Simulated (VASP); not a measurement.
# BaTiO3 (Amm2) in VASP: further runs

The runs below take BaTiO3 through single point, with PBEsol, PBEsol+U.

All numbers are computed with VASP 6.6.1; they aren't measurements. Logs are shortened: lines on timing, memory, paths and dates and some standing lists are left out, and cuts for length are marked.

### Step 1. The cell of the first run

The structure is orthorhombic, space group Amm2 (No. 38). The conventional cell has a = 3.986 Å, b = 5.674 Å, c = 5.690 Å, α = 90.00°, β = 90.00°, γ = 90.00°. Within 3.7 Å of Ba (site symmetry mm2) lie 12 O at 2.77 to 2.92 Å and 8 Ti at 3.42 to 3.53 Å. Within 2.6 Å of Ti (site symmetry mm2) lie 6 O at 1.93 to 2.09 Å. Within 2.6 Å of O (site symmetry mm2) lie 2 Ti at 2.00 Å. O (site symmetry m) has 2 Ti at 1.93 to 2.09 Å within 2.6 Å.

### Step 2. Single point, PBEsol

INCAR

```
  PREC = Accurate
  ENCUT = 520
  EDIFF = 1E-6
  ISMEAR = 0
  SIGMA = 0.01
  LREAL = F
  LASPH = T
  NELM = 80
  ALGO = Normal
  ISIF = 2
  LWAVE = F
  LCHARG = F
  GGA = PS
  NBANDS = 28
```

KPOINTS

```
Automatic mesh
0
Gamma
  4 4 4
```

POSCAR

```
BaTiO3
1.0
    3.9855000000      0.0000000000      0.0000000000
    0.0000000000      2.8369000000      2.8451500000
    0.0000000000     -2.8369000000      2.8451500000
Ba Ti O
1 1 3
Direct
    0.0000000000      0.0000000000      0.0000000000
    0.5000000000      0.5124000000      0.5124000000
    0.0000000000      0.4874000000      0.4874000000
    0.5000000000      0.5052400000      0.9918400000
    0.5000000000      0.9918400000      0.5052400000
```

Potentials or basis: VASP PAW PBE potentials, release 64 (Ba_sv, Ti_sv, O).

The run is started by

```console
$ cat potpaw_PBE.64/Ba_sv/POTCAR potpaw_PBE.64/Ti_sv/POTCAR potpaw_PBE.64/O/POTCAR > POTCAR
$ mpirun -np 1 vasp_std > vasp.out
```

OUTCAR:

```text
PREC = Accurate
   ENCUT = 520
   EDIFF = 1E-6
   ISMEAR = 0
   LREAL = F
   LASPH = T
   NELM = 80
   ISIF = 2
   GGA = PS

 ion  position               nearest neighbor table
   1  0.000  0.000  0.000-   3 2.77   4 2.81   5 2.81   4 2.81   5 2.81   3 2.84   3 2.84   4 2.84
                             5 2.84   5 2.84   4 2.84   3 2.92   2 3.42   2 3.42   2 3.47   2 3.47
   2  0.500  0.512  0.512-   4 1.93   5 1.93   3 2.00   3 2.00   5 2.09   4 2.09   1 3.42   1 3.42
                             1 3.47   1 3.47   1 3.47   1 3.47   1 3.53   1 3.53
   3  0.000  0.487  0.487-   2 2.00   2 2.00   1 2.77   1 2.84   1 2.84   1 2.92
   4  0.500  0.505  0.992-   2 1.93   2 2.09   1 2.81   1 2.81   1 2.84   1 2.84
   5  0.500  0.992  0.505-   2 1.93   2 2.09   1 2.81   1 2.81   1 2.84   1 2.84

  LATTYP: Found a base centered orthorhombic cell.
 ALAT       =     5.6738000000
 B/A-ratio  =     1.0029081039
 C/A-ratio  =     0.7024392823

  Lattice vectors:

 A1 = (   0.0000000000,   2.8369000000,  -2.8451500000)
 A2 = (   0.0000000000,   2.8369000000,   2.8451500000)
 A3 = (   3.9855000000,   0.0000000000,   0.0000000000)

Analysis of symmetry for initial positions (statically):
=====================================================================
 Subroutine PRICEL returns:
 Original cell was already a primitive cell.

 Routine SETGRP: Setting up the symmetry group for a
 base centered orthorhombic supercell.

 Subroutine GETGRP returns: Found  4 space group operations
 (whereof  4 operations were pure point group operations)
 out of a pool of  8 trial point group operations.

The static configuration has the point symmetry C_2v.

Analysis of symmetry for dynamics (positions and initial velocities):
=====================================================================
 Subroutine PRICEL returns:
 Original cell was already a primitive cell.

 Routine SETGRP: Setting up the symmetry group for a
 base centered orthorhombic supercell.

 Subroutine GETGRP returns: Found  4 space group operations
 (whereof  4 operations were pure point group operations)
 out of a pool of  8 trial point group operations.

The dynamic configuration has the point symmetry C_2v.

 Subroutine INISYM returns: Found  4 space group operations
 (whereof  4 operations are pure point group operations),
 and found     1 'primitive' translations

[... 97 lines left out ...]
   LREAL  =      F    real-space projection
   EDIFFG = 0.1E-04   stopping-criterion for IOM
   NSW    =      0    number of steps for IOM
   IBRION =     -1    ionic relax: 0-MD 1-quasi-New 2-CG
   NFREE  =      0    steps in history (QN), initial steepest desc. (CG)
   ISIF   =      2    stress and relaxation
   ISYM   =      2    0-nonsym 1-usesym 2-fastsym
   POTIM  = 0.5000    time-step for ionic-motion
   TEBEG  =    0.0;   TEEND  =   0.0 temperature during run
   PSTRESS=    0.0 pullay stress
   NELECT =      40.0000    total number of electrons
   NUPDOWN=      -1.0000    fix difference up-down
   EMIN   =  10.00;   EMAX   =-10.00  energy-range for DOS
   EFERMI =   0.00;   METHOD = LEGACY
   ISMEAR =     0;   SIGMA  =   0.01  broadening in eV -4-tet -1-fermi 0-gaus
   EFERMI_NEDOS =   21; number of points for ismear=-14 and -15
   IALGO  =     38    algorithm
   IMIX   =      4    mixing-type and parameters
     AMIX     =   0.40;   BMIX     =  1.00
     AMIX_MAG =   1.60;   BMIX_MAG =  1.00
  volume/ion in A,a.u.               =      12.87        86.83
  Fermi-wavevector in a.u.,A,eV,Ry     =   1.397250  2.640420 26.562762  1.952308
  Thomas-Fermi vector in A             =   2.520525
   LORBIT       =      0    0 simple, 1 ext, 2 COOP (PROOUT), +10 PAW based schemes
   GGA     = PS    functional components
   LHFCALC =     F    Hartree Fock is set to
   AEXX    =    0.0000 exact exchange contribution
   IVDW    =     0    specifies the selected vdW correction
   LEPSILON=     F    determine dielectric tensor
   LRPA    =     F    only Hartree local field effects (RPA)
 non-spin polarized calculation
 Gauss-broadening in eV      SIGMA  =   0.01
  energy-cutoff  :      520.00
  volume of cell :       64.34
 maximum number of plane-waves:      1753
 NGX is ok and might be reduce to    30
   NGX = 15   NGY = 15   NGZ = 15

 number of electron      39.9999995 magnetization

 Free energy of the ion-electron system (eV)
  ---------------------------------------------------
  ext. energy  EPLUGINS =         0.00000000
  ---------------------------------------------------
  free energy    TOTEN  =       -41.96647096 eV

  energy without entropy =      -41.96647096  energy(sigma->0) =      -41.96647096

 E-fermi :   3.7811     XC(G=0): -11.4952

 val. band max:        3.6653889959   @ k =   0.5000   0.5000   0.5000
 cond. band min:       5.4591792435   @ k =   0.0000   0.0000   0.0000
 fundamental gap:      1.7937902477
 Fermi energy:         3.7811337459

 k-point     1 :       0.0000    0.0000    0.0000
  band No.  band energies     occupation
      1     -52.6526      2.00000
      2     -28.9919      2.00000
      3     -28.9892      2.00000
      4     -28.9746      2.00000
      5     -21.1111      2.00000
      6     -13.1397      2.00000
[... 640 lines left out ...]
     27      11.4291      0.00000
     28      11.4665      0.00000

------------------------ aborting loop because EDIFF is reached ----------------------------------------

  FORCE on cell =-STRESS in cart. coord.  units (eV):
  Direction    XX          YY          ZZ          XY          YZ          ZX
  --------------------------------------------------------------------------------------
  -------------------------------------------------------------------------------------
  Total       -0.8108556     -0.7187177     -0.9786391      0.0000000      0.0000000      0.0000000
  in kB      -20.1925926    -17.8981000    -24.3708760      0.0000000      0.0000000      0.0000000
  external PRESSURE =     -20.8205229 kB  Pullay stress =       0.0000000 kB

 VOLUME and BASIS-vectors are now :
 -----------------------------------------------------------------------------
  energy-cutoff  :      520.00
  volume of cell :       64.34
      direct lattice vectors                 reciprocal lattice vectors
     3.985500000  0.000000000  0.000000000     0.250909547  0.000000000  0.000000000
     0.000000000  2.836900000  2.845150000     0.000000000  0.176248722  0.175737659
     0.000000000 -2.836900000  2.845150000     0.000000000 -0.176248722  0.175737659

 POSITION                                       TOTAL-FORCE (eV/Angst)
 -----------------------------------------------------------------------------------
      0.00000      0.00000      0.00000         0.000000      0.000000      0.157191
      1.99275      0.00000      2.91571         0.000000      0.000000      0.265886
      0.00000      0.00000      2.77345         0.000000      0.000000      0.186888
      1.99275     -1.38044      4.25942         0.000000      0.016750     -0.304983
      1.99275      1.38044      4.25942         0.000000     -0.016750     -0.304983
 -----------------------------------------------------------------------------------
    total drift:                                0.000000      0.000001      0.000522

  FREE ENERGIE OF THE ION-ELECTRON SYSTEM (eV)
  ---------------------------------------------------
  free  energy   TOTEN  =       -41.9664709632 eV

  energy  without entropy=      -41.9664709632  energy(sigma->0) =      -41.96647096
```

OSZICAR:

```text
N       E                     dE             d eps       ncg     rms          rms(c)
DAV:   1     0.435294683463E+03    0.43529E+03   -0.20609E+04  1176   0.154E+03
DAV:   2    -0.116160164912E+01   -0.43646E+03   -0.41319E+03  1300   0.431E+02
DAV:   3    -0.499997313234E+02   -0.48838E+02   -0.48234E+02  1700   0.138E+02
DAV:   4    -0.521706369720E+02   -0.21709E+01   -0.21660E+01  1760   0.256E+01
DAV:   5    -0.522332894052E+02   -0.62652E-01   -0.62642E-01  1616   0.341E+00    0.227E+01
DAV:   6    -0.422036759752E+02    0.10030E+02   -0.53498E+01  1644   0.649E+01    0.982E+00
DAV:   7    -0.421320282425E+02    0.71648E-01   -0.94327E+00  1568   0.216E+01    0.669E+00
DAV:   8    -0.419620780293E+02    0.16995E+00   -0.93662E-01  1472   0.883E+00    0.266E+00
DAV:   9    -0.419864055235E+02   -0.24327E-01   -0.20031E-01  1580   0.289E+00    0.129E+00
DAV:  10    -0.419667241361E+02    0.19681E-01   -0.97350E-02  1428   0.313E+00    0.201E-01
DAV:  11    -0.419665460613E+02    0.17807E-03   -0.30373E-03  1536   0.401E-01    0.556E-02
DAV:  12    -0.419664787054E+02    0.67356E-04   -0.25065E-04  1476   0.134E-01    0.305E-02
DAV:  13    -0.419664740800E+02    0.46254E-05   -0.15080E-04  1532   0.127E-01    0.228E-02
DAV:  14    -0.419664704937E+02    0.35862E-05   -0.21435E-05  1452   0.402E-02    0.815E-03
DAV:  15    -0.419664709632E+02   -0.46946E-06   -0.33975E-06  1172   0.152E-02
   1 F= -.41966471E+02 E0= -.41966471E+02  d E =-.580066E-62
```

stdout:

```text
POSCAR found type information on POSCAR BaTiO
 POSCAR found :  3 types and       5 ions
 scaLAPACK will be used
 -----------------------------------------------------------------------------
|                                                                             |
|                                                                             |
|     You enforced a specific xc type in the INCAR file but a different       |
|     I HOPE YOU KNOW WHAT YOU ARE DOING!                                     |
|                                                                             |
 -----------------------------------------------------------------------------

 LDA part: xc-table for (Slater+PW92), standard interpolation
 POSCAR, INCAR and KPOINTS ok, starting setup
 FFT: planning ... GRIDC
 FFT: planning ... GRID_SOFT
 FFT: planning ... GRID
 WAVECAR not read
 entering main loop
```

Run time: 61 s. Hardware: 1 thread of Intel Xeon 8259CL, shared host; peak memory 0.19 GiB.

What came out:

* Free energy: -41.9665 eV
* Pressure: -2.1 GPa
* Largest force: 0.305 eV/Å
* Band gap on the k mesh: 1.79 eV (least direct gap 2.00 eV)

Forces in eV/Å, atoms in the order of the input:
```
Ba   0.000  0.000  0.157
Ti   0.000  0.000  0.266
O    0.000  0.000  0.187
O    0.000  0.017 -0.305
O    0.000 -0.017 -0.305
```

Stress tensor (GPa, compression positive):
```
-2.02  0.00  0.00
 0.00 -1.79  0.00
 0.00  0.00 -2.44
```

Caveat: the PAW data sets were made with another functional, which shifts forces and pressure a little; spin-orbit coupling is left out, which moves the levels of the heavy elements. A k mesh can miss the band edges.

### Step 3. Single point, PBEsol+U

INCAR

```
SYSTEM = BaTiO3
PREC     = Accurate       ! precision mode
ENCUT    = 520            ! plane-wave cutoff, eV
EDIFF    = 1E-7           ! SCF threshold, eV
ISMEAR   = 0              ! smearing method
SIGMA    = 0.01           ! smearing width, eV
LREAL    = .FALSE.        ! projectors in reciprocal space
LASPH    = .TRUE.         ! aspherical terms in the spheres
NELM     = 150            ! most SCF steps
ALGO     = Normal         ! electronic algorithm
ISIF     = 2              ! what is computed and relaxed
LWAVE    = .FALSE.        ! write WAVECAR
LCHARG   = .TRUE.         ! write CHGCAR
LMAXMIX  = 4              ! l up to which the mixer works
LDAU     = .TRUE.         ! DFT+U
LDAUTYPE = 2            
LDAUL    = -1 2 -1        ! shell
LDAUU    = 0 1.5 0        ! U, eV
LDAUJ    = 0 0 0        
LDAUPRINT= 1            
GGA      = PS             ! functional
LELF     = .TRUE.         ! ELF
LVHAR    = .TRUE.       
NBANDS   = 28             ! bands
```

KPOINTS

```
Automatic mesh
0
G
  4 4 4
  0 0 0
```

POSCAR is that of step 2.

Potentials or basis: VASP PAW PBE potentials, release 64 (Ba_sv, Ti_sv, O).

The run is started by

```console
$ cat potpaw_PBE.64/Ba_sv/POTCAR potpaw_PBE.64/Ti_sv/POTCAR potpaw_PBE.64/O/POTCAR > POTCAR
$ mpirun -np 1 vasp_std > vasp.out
```

Wall time 62 s (1 thread of Intel Xeon 8259CL, shared host); peak memory 0.19 GiB.

Results (log left out):

- Free energy: -40.9211 eV
- Pressure: -0.9 GPa
- Largest force: 0.211 eV/Å
- Band gap on the k mesh: 1.95 eV (least direct gap 2.17 eV)

Forces on the atoms (eV/Å):
```
Ba   0.000  0.000  0.162
Ti   0.000  0.000  0.031
O    0.000  0.000  0.197
O    0.000 -0.082 -0.195
O    0.000  0.082 -0.195
```

Stress tensor (GPa, compression positive):
```
-0.80  0.00  0.00
 0.00 -0.56  0.00
 0.00  0.00 -1.22
```

Levels at points of the mesh, in eV from the valence-band top:
| k point | band 18 | band 19 | band 20 | band 21 | band 22 | band 23 |
| --- | --- | --- | --- | --- | --- | --- |
| (0.00, 0.00, 0.00) | -0.36 | -0.26 | -0.22 | 1.95 | 2.01 | 2.16 |
| (0.50, 0.00, 0.00) | -1.74 | -0.86 | -0.81 | 2.17 | 3.64 | 3.73 |
| (0.00, 0.50, 0.00) | -1.69 | -0.85 | -0.78 | 2.22 | 3.67 | 3.70 |
| (0.50, 0.50, 0.00) | -0.90 | -0.89 | -0.09 | 3.70 | 3.71 | 4.09 |
| (0.00, 0.50, 0.50) | -0.93 | -0.89 | -0.14 | 3.68 | 3.74 | 4.09 |
| (0.50, 0.50, 0.50) | -0.04 | -0.01 | 0.00 | 4.30 | 4.35 | 4.36 |

Eigenvalues of the final occupation matrices:
| site | spin | trace | eigenvalues |
| --- | --- | --- | --- |
| site 2 d | 1 | 0.85 | 0.12 0.12 0.12 0.24 0.25 |
| site 2 d | 2 | 0.85 | 0.12 0.12 0.12 0.24 0.25 |

Caveat: the PAW data sets were made with another functional, which shifts forces and pressure a little; spin-orbit coupling is left out, which moves the levels of the heavy elements. A k mesh can miss the band edges.
